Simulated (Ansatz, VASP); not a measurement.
**Two plane-wave programs on Fe**

Contents of INCAR:

```
SYSTEM = Fe
ALGO = Fast
EDIFF = 1E-6
ENCUT = 520
GGA = PE
ISIF = 2
ISMEAR = 0
ISPIN = 2
LASPH = .TRUE.
LCHARG = .FALSE.
LMAXMIX = 4
LORBIT = 11
LREAL = .FALSE.
LWAVE = .FALSE.
MAGMOM = 4 4
NBANDS = 19
NELM = 150
PREC = Accurate
SIGMA = 0.1
```

File KPOINTS:

```
k-points
0
G
  9 9 4
  0 0 0
```

The input POSCAR:

```
Fe
1.0
    2.8433625940      0.0000000000      0.0000000000
   -1.4216812970      2.4624242386      0.0000000000
    0.0000000000      0.0000000000      4.4122423927
Fe
2
Direct
    0.3333333333      0.6666666667      0.2500000000
    0.6666666667      0.3333333333      0.7500000000
```

Input for Ansatz:

```yaml
crystal:
  lattice:
    - [2.843362594, 0.0, 0.0]
    - [-1.421681297, 2.4624242386, 0.0]
    - [0.0, 0.0, 4.4122423927]
  atoms:
    - { symbol: Fe, position: [0.3333333333, 0.6666666667, 0.25], spin: 4.0 }
    - { symbol: Fe, position: [0.6666666667, 0.3333333333, 0.75], spin: 4.0 }
basis:
  ecutwfc: 420
kpoints:
  mp_grid: { grid: [9, 9, 4] }
hamiltonian:
  xc: pbe
scf:
  occupations: { method: gaussian, width: 0.1 }
  lower_state_search: "off"
output:
  forces: true
  stress: true
  eigenvalues: true
  populations: true
magnetization:
  spin_polarized: true
```

Alike in both runs: task single point; functional PBE; k mesh 9 × 9 × 4; occupations gaussian, width 0.1 eV; collinear spin.

|  | VASP | Ansatz |
| --- | --- | --- |
| version | VASP 6.6.1 | Ansatz 0.2.0 |
| potentials or method | VASP PAW PBE potentials, release 64 (Fe), cutoff 520 eV | scalar-relativistic, plane waves, PAW |
| valence electrons in the cell | 16 | 32 |

```csv
,VASP,Ansatz,Ansatz less VASP
gap on the k mesh at the Fermi level (eV),none,none,-
pressure (GPa),-22.9,-23.0,-0.07
"traceless stress, the component that is largest in VASP (GPa)",3.45,3.62,+0.169
net moment per atom (μB),2.84,2.84,+0.001
size of the moment on the site where the two differ most (μB),2.87,2.91,+0.044
```

Site moments also hang on the region over which each program counts them. A gap of «none» marks a metal or a gap that the smearing closes. The functional is the same, so the differences come from potentials, cutoffs and numerics. VASP's potentials hold 16 valence electrons a cell and Ansatz's 32, so a difference there can come from the potentials and not from the codes.
